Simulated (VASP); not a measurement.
# Sb in VASP: notebook, part 2 of 2

VASP 6.6.1. The steps go on from the part before.

## Step 4: Electric field gradients, PBE (the cell strained at random)

Input file INCAR:

```
SYSTEM = Sb
  ALGO = Normal
  EDIFF = 1E-8
  ENCUT = 520
  GGA = PE
  ISIF = 2
  ISMEAR = 0
  LASPH = .TRUE.
  LCHARG = .FALSE.
  LEFG = .TRUE.
  LREAL = .FALSE.
  LWAVE = .FALSE.
  NBANDS = 8
  NELM = 60
  PREC = Accurate
  SIGMA = 0.05
```

Input file KPOINTS:

```
k-points
0
G
  8 8 8
  0 0 0
```

Input file POSCAR:

```
Sb
1.0
    3.1488130000     -0.0335270000     -0.0271740000
   -0.0335270000      3.1743280000      0.0165460000
   -0.0271740000      0.0165460000      3.1575850000
Sb
1
Direct
    0.0013640000      0.0010940000     -0.0018370000
```

Potentials or basis: VASP PAW PBE potentials, release 64 (Sb).

Command:

```
cat potpaw_PBE.64/Sb/POTCAR > POTCAR
mpirun -np 1 vasp_std > vasp.out
```

OUTCAR:

```text
SYSTEM = Sb
   EDIFF = 1E-8
   ENCUT = 520
   GGA = PE
   ISIF = 2
   ISMEAR = 0
   LASPH = .TRUE.
   LREAL = .FALSE.
   NELM = 60
   PREC = Accurate

 ion  position               nearest neighbor table
   1  0.001  0.001  0.998-

  LATTYP: Found a triclinic cell.
 ALAT       =     3.1745481697
 B/A-ratio  =     1.4030214916
 C/A-ratio  =     1.7082654545
 COS(alpha) =     0.0027275367
[... 478 lines left out ...]
 -----------------------------------------------------------------------------------
    total drift:                                0.000000      0.000000     -0.000000

  FREE ENERGIE OF THE ION-ELECTRON SYSTEM (eV)
  ---------------------------------------------------
  free  energy   TOTEN  =        -4.0666584514 eV

  energy  without entropy=       -4.0657528686  energy(sigma->0) =       -4.06620566

 Electric field gradients (V/A^2)
---------------------------------------------------------------------
 ion       V_xx      V_yy      V_zz      V_xy      V_xz      V_yz
---------------------------------------------------------------------
   1       4.042    -2.778    -1.264    -6.655    -5.725     3.691
---------------------------------------------------------------------

 Electric field gradients after diagonalization (V/A^2)
 (convention: |V_zz| > |V_xx| > |V_yy|)
----------------------------------------------------------------------
 ion       V_xx      V_yy      V_zz     asymmetry (V_yy - V_xx)/ V_zz
----------------------------------------------------------------------
   1      -6.857    -4.834    11.690       0.173
----------------------------------------------------------------------

           NMR quadrupolar parameters

 Cq : quadrupolar parameter    Cq=e*Q*V_zz/h
 eta: asymmetry parameters     (V_yy - V_xx)/ V_zz
 Q  : nuclear electric quadrupole moment in mb (millibarn)
----------------------------------------------------------------------
 ion       Cq(MHz)       eta       Q (mb)
----------------------------------------------------------------------
   1       0.028       0.173       1.000
----------------------------------------------------------------------
```

stdout:

```text
POSCAR found type information on POSCAR Sb
 POSCAR found :  1 types and       1 ions
 scaLAPACK will be used
 LDA part: xc-table for (Slater+PW92), standard interpolation
 POSCAR, INCAR and KPOINTS ok, starting setup
 FFT: planning ... GRIDC
 FFT: planning ... GRID_SOFT
 FFT: planning ... GRID
 WAVECAR not read
 entering main loop
ion   1
     0.0000576     0.0035863    -0.0042840     0.0124640     0.0043009     0.0176133
     0.0000793     0.0035863    -0.0042840     0.0124640     0.0043009     0.0176133
     0.0001092     0.0035863    -0.0042840     0.0124640     0.0043009     0.0176133
     0.0001504     0.0035863    -0.0042840     0.0124640     0.0043009     0.0176133

     0.0000576     6.0883030    -3.3775969     1.0140231     5.2385227    -3.0728049
     0.0000793     6.0875791    -3.3772029     1.0139226     5.2379040    -3.0724808
     0.0001092     6.0864276    -3.3765766     1.0137637     5.2369201    -3.0719694
     0.0001504     6.0846037    -3.3755853     1.0135131     5.2353620    -3.0711661
```

Run time: 26 s. Hardware: 1 thread of Intel Xeon Platinum 8259CL at 2.50GHz (Skylake/Cascade Lake), shared host; peak memory 0.18 GiB.

Results:

```
Free energy                             : -4.0667 eV
Pressure                                : -2.3 GPa
Band gap on the k mesh                  : zero (an odd number of electrons rules out a gap without spin polarisation)
Largest electric field gradient by atom : Sb +11.7 V/Å²
```

Electric field gradients, principal values (V/Å²):
| atom | least | middle | greatest (by size) |
| --- | --- | --- | --- |
| 1 Sb | -4.834 | -6.857 | 11.690 |

Caveat: the cell differs from its parent crystal (the cell strained at random); without QUAD_EFG the Cq values of the log hold for a quadrupole moment of 1 mb, not for the nuclei; spin-orbit coupling is left out, which moves the levels of the heavy elements.

## Step 5: Single point, PBEsol

Input file POSCAR:

```
Sb
1.0
    3.1600000000      0.0000000000      0.0000000000
    0.0000000000      3.1600000000      0.0000000000
    0.0000000000      0.0000000000      3.1600000000
Sb
1
Direct
    0.0000000000      0.0000000000      0.0000000000
```

Input file INCAR.step1:

```
PREC = Accurate
ENCUT = 520
EDIFF = 1E-7
ISMEAR = -1
SIGMA = 0.05
LREAL = False
LASPH = True
NELM = 100
ALGO = Normal
ISIF = 2
LWAVE = False
LCHARG = True
GGA = PS
NBANDS = 8
```

Input file KPOINTS.step1:

```
regular mesh
0
Gamma
  8 8 8
```

Input file INCAR.step2:

```
PREC = Accurate
ENCUT = 520
EDIFF = 1E-7
ISMEAR = -5
SIGMA = 0.05
LREAL = False
LASPH = True
NELM = 100
ALGO = Normal
ISIF = 2
LWAVE = False
LCHARG = False
GGA = PS
LORBIT = 11
NBANDS = 8
NEDOS = 1001
ICHARG = 11
```

Input file KPOINTS.step2:

```
regular mesh
0
Gamma
  12 12 12
```

Command:

```
cat potpaw_PBE.64/Sb/POTCAR > POTCAR
cp INCAR.step1 INCAR
cp KPOINTS.step1 KPOINTS
mpirun -np 1 vasp_std > vasp.out
cp INCAR.step2 INCAR
cp KPOINTS.step2 KPOINTS
mpirun -np 1 vasp_std > vasp.out
```

It took 17 s on 1 thread of Intel Xeon Platinum 8259CL at 2.50GHz (Skylake/Cascade Lake), shared host; peak memory 0.14 GiB.

Results (log left out):

- Valence electrons inside the program's atomic spheres: Sb 2.34

Levels at points of the mesh, in eV from the Fermi level:
| k point | band 1 | band 2 | band 3 | band 4 | band 5 | band 6 | band 7 |
| --- | --- | --- | --- | --- | --- | --- | --- |
| (0.00, 0.00, 0.00) | -11.99 | 3.12 | 3.12 | 3.12 | 6.89 | 6.89 | 7.79 |
| (0.50, 0.00, 0.00) | -9.76 | -5.22 | 4.95 | 4.95 | 8.90 | 10.36 | 11.06 |
| (0.50, 0.50, 0.00) | -7.43 | -3.30 | -3.30 | 2.32 | 6.78 | 12.44 | 13.07 |
| (0.50, 0.50, 0.50) | -4.87 | -1.50 | -1.50 | -1.50 | 4.89 | 4.89 | 4.89 |

Caveat: the PAW data sets were made with another functional, which shifts forces and pressure a little; spin-orbit coupling is left out, which moves the levels of the heavy elements; tetrahedron occupations give inexact forces and stress in metals.

## Step 6: Elastic constants, PBEsol

Input file INCAR:

```
SYSTEM = Sb
PREC     = Accurate       ! precision mode
ENCUT    = 600            ! plane-wave cutoff, eV
EDIFF    = 1E-8           ! SCF threshold, eV
ISMEAR   = -1             ! smearing method
SIGMA    = 0.05           ! smearing width, eV
LREAL    = .False.        ! projectors in reciprocal space
LASPH    = .True.         ! aspherical terms in the spheres
NELM     = 60             ! most SCF steps
ALGO     = Normal         ! electronic algorithm
ISIF     = 3              ! what is computed and relaxed
LWAVE    = .False.        ! write WAVECAR
LCHARG   = .True.         ! write CHGCAR
GGA      = PS             ! functional
NBANDS   = 8              ! bands
IBRION   = 6              ! ionic algorithm
NFREE    = 2            
POTIM    = 0.015          ! step
NSW      = 1              ! ionic steps
```

Input file KPOINTS:

```
regular mesh
0
Gamma
  6 6 6
  0 0 0
```

POSCAR is that of step 5.

Potentials or basis: VASP PAW PBE potentials, release 64 (Sb).

Command:

```
cat potpaw_PBE.64/Sb/POTCAR > POTCAR
mpirun -np 1 vasp_std > vasp.out
```

OUTCAR:

```text
SYSTEM = Sb
   PREC = Accurate
   ENCUT = 600
   EDIFF = 1E-8
   ISMEAR = -1
   LREAL = .False.
   LASPH = .True.
   NELM = 60
   ISIF = 3
   GGA = PS
   IBRION = 6
   NFREE = 2
   POTIM = 0.015
   NSW = 1

 ion  position               nearest neighbor table
   1  0.000  0.000  0.000-

  LATTYP: Found a simple cubic cell.
 ALAT       =     3.1600000000

  Lattice vectors:

 A1 = (   3.1600000000,   0.0000000000,   0.0000000000)
 A2 = (   0.0000000000,   3.1600000000,   0.0000000000)
 A3 = (   0.0000000000,   0.0000000000,   3.1600000000)

Analysis of symmetry for initial positions (statically):
=====================================================================
 Subroutine PRICEL returns:
 Original cell was already a primitive cell.

 Routine SETGRP: Setting up the symmetry group for a
 simple cubic supercell.

 Subroutine GETGRP returns: Found 48 space group operations
 (whereof 48 operations were pure point group operations)
 out of a pool of 48 trial point group operations.

The static configuration has the point symmetry O_h .

Analysis of symmetry for dynamics (positions and initial velocities):
=====================================================================
 Subroutine PRICEL returns:
 Original cell was already a primitive cell.

 Routine SETGRP: Setting up the symmetry group for a
 simple cubic supercell.

 Subroutine GETGRP returns: Found 48 space group operations
 (whereof 48 operations were pure point group operations)
 out of a pool of 48 trial point group operations.

The dynamic configuration has the point symmetry O_h .
[... 331 lines left out ...]
 cond. band min:       6.6043421003   @ k =   0.1667   0.1667   0.0000
 fundamental gap:      0.1647581817
 Fermi energy:         6.5242904134

 k-point     1 :       0.0000    0.0000    0.0000
  band No.  band energies     occupation
      1      -5.6668      2.00000
      2       9.4322      0.00000
      3       9.4322      0.00000
      4       9.4322      0.00000
      5      13.2051      0.00000
      6      13.2051      0.00000
      7      14.1044      0.00000
      8      23.7363      0.00000
[... 235 lines left out ...]
  FREE ENERGIE OF THE ION-ELECTRON SYSTEM (eV)
  ---------------------------------------------------
  free  energy   TOTEN  =        -4.5239723933 eV

  energy  without entropy=       -4.5184574740  energy(sigma->0) =       -4.52121493

 INTERNAL STRAIN TENSORS FROM STRAINED CELLS
 ============================================

 INTERNAL STRAIN TENSOR FOR ION    1 for displacements in x,y,z  (eV/Angst):
          X           Y           Z          XY          YZ          ZX
  --------------------------------------------------------------------------------
  x     0.00000     0.00000     0.00000     0.00000     0.00000     0.00000
  y     0.00000     0.00000     0.00000     0.00000     0.00000     0.00000
  z     0.00000     0.00000     0.00000     0.00000     0.00000     0.00000

 INTERNAL STRAIN TENSORS FROM DISPLACED ATOMS
 ============================================

 INTERNAL STRAIN TENSOR FOR ION    1 for displacements in x,y,z  (eV/Angst):
          X           Y           Z          XY          YZ          ZX
  --------------------------------------------------------------------------------
  x     0.00000     0.00000     0.00000     0.00000     0.00000     0.00000
  y     0.00000     0.00000     0.00000     0.00000     0.00000     0.00000
  z     0.00000     0.00000     0.00000     0.00000     0.00000     0.00000

 Eigenvectors and eigenvalues of the dynamical matrix
 ----------------------------------------------------

   1 f/i=    0.000000 THz     0.000000 2PiTHz    0.000000 cm-1     0.000000 meV
             X         Y         Z           dx          dy          dz
      0.000000  0.000000  0.000000     1.000000    0.000000    0.000000

   2 f/i=    0.000000 THz     0.000000 2PiTHz    0.000000 cm-1     0.000000 meV
             X         Y         Z           dx          dy          dz
      0.000000  0.000000  0.000000     0.000000    1.000000    0.000000

   3 f/i=    0.000000 THz     0.000000 2PiTHz    0.000000 cm-1     0.000000 meV
             X         Y         Z           dx          dy          dz
      0.000000  0.000000  0.000000     0.000000    0.000000    1.000000

--------------------------------------------------------------------------------------------------------

 ELASTIC MODULI CONTR FROM IONIC RELAXATION (kBar)
 Direction    XX          YY          ZZ          XY          YZ          ZX
 --------------------------------------------------------------------------------
 XX           0.0000      0.0000      0.0000      0.0000      0.0000      0.0000
 YY           0.0000      0.0000      0.0000      0.0000      0.0000      0.0000
 ZZ           0.0000      0.0000      0.0000      0.0000      0.0000      0.0000
 XY           0.0000      0.0000      0.0000      0.0000      0.0000      0.0000
 YZ           0.0000      0.0000      0.0000      0.0000      0.0000      0.0000
 ZX           0.0000      0.0000      0.0000      0.0000      0.0000      0.0000
 --------------------------------------------------------------------------------

 TOTAL ELASTIC MODULI (kBar)
 Direction    XX          YY          ZZ          XY          YZ          ZX
 --------------------------------------------------------------------------------
 XX         825.5308    247.7072    247.7072     -0.0000     -0.0000      0.0000
 YY         247.7072    825.5308    247.7072      0.0000     -0.0000     -0.0000
 ZZ         247.7072    247.7072    825.5308     -0.0000      0.0000      0.0000
 XY          -0.0000      0.0000     -0.0000    150.4296      0.0000      0.0000
 YZ          -0.0000     -0.0000      0.0000      0.0000    150.4296      0.0000
 ZX           0.0000     -0.0000      0.0000      0.0000      0.0000    150.4296
 --------------------------------------------------------------------------------
```

stdout:

```text
POSCAR found type information on POSCAR Sb
 POSCAR found :  1 types and       1 ions
 scaLAPACK will be used
 -----------------------------------------------------------------------------
|                                                                             |
|                                                                             |
|     You enforced a specific xc type in the INCAR file but a different       |
|     I HOPE YOU KNOW WHAT YOU ARE DOING!                                     |
|                                                                             |
 -----------------------------------------------------------------------------

 LDA part: xc-table for (Slater+PW92), standard interpolation
 POSCAR, INCAR and KPOINTS ok, starting setup
 FFT: planning ... GRIDC
 FFT: planning ... GRID_SOFT
 FFT: planning ... GRID
 WAVECAR not read
 entering main loop
 Found     1 degrees of freedom:
 Adding 6 more for cell shape distortion
 Finite differences POTIM= 0.01500 DOF=   7
 bond charge predicted
 Finite differences progress:
 bond charge predicted
 Finite differences progress:
 bond charge predicted
 Finite differences progress:
 bond charge predicted
 Finite differences progress:
 bond charge predicted
 Finite differences progress:
 bond charge predicted
 Finite differences progress:
 bond charge predicted
 Finite differences progress:
 bond charge predicted
 Finite differences progress:
 bond charge predicted
 Finite differences progress:
 bond charge predicted
 Finite differences progress:
 bond charge predicted
 Finite differences progress:
 bond charge predicted
 Finite differences progress:
 bond charge predicted
 Finite differences progress:
 bond charge predicted
 Finite differences progress:
```

It took 2.6 min on 1 thread of Intel Xeon Platinum 8259CL at 2.50GHz (Skylake/Cascade Lake), shared host; peak memory 0.19 GiB.

Results:

| Property | Result |
| --- | --- |
| Elastic constants C11, C12, C44 | 83, 25, 15 GPa |
| Voigt bulk modulus | 44 GPa |

Elastic tensor in Voigt notation (GPa, in the Cartesian axes of the cell as first typed):
```
83 25 25  0  0  0
25 83 25  0  0  0
25 25 83  0  0  0
 0  0  0 15  0  0
 0  0  0  0 15  0
 0  0  0  0  0 15
```

Clamped-ion elastic tensor (GPa):
```
83 25 25  0  0  0
25 83 25  0  0  0
25 25 83  0  0  0
 0  0  0 15  0  0
 0  0  0  0 15  0
 0  0  0  0  0 15
```

Caveat: the cell is under stress, which shifts elastic constants; the PAW data sets were made with another functional, which shifts forces and pressure a little; spin-orbit coupling is left out, which moves the levels of the heavy elements.
